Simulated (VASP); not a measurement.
**MgO: single point with PBEsol**

The system is MgO.

```xyz
4
Lattice="3.6695 0.0000 0.0000 -1.8348 3.1779 0.0000 0.0000 0.0000 4.4044" Properties=species:S:1:pos:R:3 pbc="T T T"
Mg    1.8348    1.0593    3.3033
Mg    0.0000    2.1186    1.1011
O     1.8348    1.0593    1.1011
O     0.0000    2.1186    3.3033
```

```
Program                : VASP 6.6.1
Task                   : single point
Functional             : PBEsol
Potentials or basis    : VASP PAW PBE potentials, release 64 (Mg, O)
Cutoff                 : 520 eV
k mesh                 : 9 × 9 × 6
Occupations            : gaussian, width 0.05 eV
Spin                   : no spin polarisation
Dipole correction      : no
Further INCAR settings : ALGO = Normal; EDIFF = 1e-06; NBANDS = 16
```

```yaml
Pressure: -14.7 GPa
Band_gap_on_the_k_mesh: 2.57 eV, direct
```

Stress tensor (GPa, compression positive):
```
-14.33   0.00   0.00
  0.00 -14.33   0.00
  0.00   0.00 -15.31
```

Levels at points of the mesh, in eV from the valence-band top:
| k point | band 4 | band 5 | band 6 | band 7 | band 8 | band 9 | band 10 | band 11 | band 12 | band 13 |
| --- | --- | --- | --- | --- | --- | --- | --- | --- | --- | --- |
| (0.00, 0.00, 0.00) | -1.47 | -1.47 | -0.64 | -0.64 | 0.00 | 2.57 | 8.17 | 10.89 | 11.41 | 11.41 |
| (0.00, 0.00, 0.50) | -2.18 | -1.06 | -1.06 | -1.06 | -1.06 | 5.54 | 5.54 | 11.76 | 11.76 | 11.76 |

Run time: 48 s on 1 thread of Intel Xeon 8259CL, on a shared host, peak memory 0.19 GiB.

Caveat: the PAW data sets were made with another functional, which shifts forces and pressure a little.
